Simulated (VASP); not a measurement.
Write the native input for VASP 6.6.1 that does the following.

```yaml
Task: single point
Functional: PBE
Potentials_or_basis: VASP PAW PBE potentials, release 64 (Pt, Se)
Cutoff: 520 eV
k_mesh: 4 × 4 × 4
Occupations: gaussian, width 0.1 eV
Spin: no spin polarisation
Dipole_correction: no
Further_INCAR_settings: ALGO = Normal; EDIFF = 1e-06; NBANDS = 35
```

The structure of Pt2Se lies in POSCAR:

```
Pt2Se
1.0
    3.8137993629      0.0000000000      0.0000000000
    0.0000000000      3.8137993629      0.0000000000
    0.0000000000      0.0000000000      7.2625900798
Pt Se
4 2
Direct
    0.0000000000      0.0000000000      0.0000000000
    0.5000000000      0.5000000000      0.0000000000
    0.5000000000      0.0000000000      0.7124994520
    0.0000000000      0.5000000000      0.2875005480
    0.5000000000      0.0000000000      0.3682131264
    0.0000000000      0.5000000000      0.6317868736
```

One way to write it, as run:

INCAR

```
PREC = Accurate
ENCUT = 520
EDIFF = 1E-6
ISMEAR = 0
SIGMA = 0.1
LREAL = False
LASPH = True
NELM = 80
ALGO = Normal
ISIF = 2
LWAVE = False
LCHARG = True
GGA = PE
LELF = True
LVHAR = True
NBANDS = 35
```

KPOINTS

```
Automatic mesh
0
Gamma
  4 4 4
```

Potentials or basis: VASP PAW PBE potentials, release 64 (Pt, Se).

Run with:

```console
$ cat potpaw_PBE.64/Pt/POTCAR potpaw_PBE.64/Se/POTCAR > POTCAR
$ mpirun -np 1 vasp_std > vasp.out
```

Results of the run:

The pressure is -0.4 GPa. The largest force is 0.014 eV/Å and the band gap on the k mesh is zero (band 26 reaches 8.79 eV, above the bottom of band 27 at 8.00 eV).

Caveat: the k points lie up to 0.41 Å⁻¹ apart; spin-orbit coupling is left out, which moves the levels of the heavy elements.

It took 41 s on 1 thread of Intel(R) Xeon(R) 6975P-C (Granite Rapids), on a shared host, peak memory 0.21 GiB.
